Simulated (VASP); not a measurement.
Write the native input for VASP 6.6.1 that does the following.

* Task: single point
* Functional: PBE exchange alone
* Potentials or basis: VASP PAW PBE potentials, release 64 (Co)
* Cutoff: 520 eV
* k mesh: 12 × 12 × 7
* Occupations: fermi-dirac, width 0.05 eV
* Spin: collinear spin, ferromagnetic start
* Starting moments: [2.0, 2.0] μB
* Dipole correction: no
* Further INCAR settings: ALGO = Fast; EDIFF = 1e-06; NBANDS = 20

The structure of Co lies in POSCAR:

```
Co
1.0
    2.4883712406      0.0000000000      0.0000000000
   -1.2441856203      2.1549927084      0.0000000000
    0.0000000000      0.0000000000      4.0477749493
Co
2
Direct
    0.6666666667      0.3333333333      0.7500000000
    0.3333333333      0.6666666667      0.2500000000
```

The input as run:

INCAR

```
PREC     = Accurate       # precision mode
ENCUT    = 520            # plane-wave cutoff, eV
EDIFF    = 1E-6           # SCF threshold, eV
ISMEAR   = -1             # smearing method
SIGMA    = 0.05           # smearing width, eV
LREAL    = False          # projectors in reciprocal space
LASPH    = True           # aspherical terms in the spheres
NELM     = 150            # most SCF steps
ALGO     = Fast           # electronic algorithm
ISIF     = 2              # what is computed and relaxed
LWAVE    = False          # write WAVECAR
LCHARG   = True           # write CHGCAR
ISPIN    = 2              # spin polarisation
MAGMOM   = 2 2            # initial moments
LORBIT   = 11             # projections on sites
LMAXMIX  = 4              # l up to which the mixer works
GGA      = PE             # functional
ALDAC    = 0.0          
AGGAC    = 0.0          
LELF     = True           # ELF
LVHAR    = True         
NBANDS   = 20             # bands
```

KPOINTS

```
Automatic mesh
0
Gamma
  12 12 7
```

Potentials or basis: VASP PAW PBE potentials, release 64 (Co).

Command:

```sh
$ cat potpaw_PBE.64/Co/POTCAR > POTCAR
$ mpirun -np 1 vasp_std > vasp.out
```

It gave:

The pressure is 27.3 GPa. The net moment is 3.33 μB per cell and the site moments are Co +1.69 μB. The valence electrons inside the program's atomic spheres are Co 8.29.

Caveat: the cell stands under pressure.

Run time: 33 s on 1 thread of Intel(R) Xeon(R) 6975P-C (Granite Rapids), on a shared host, peak memory 0.17 GiB.
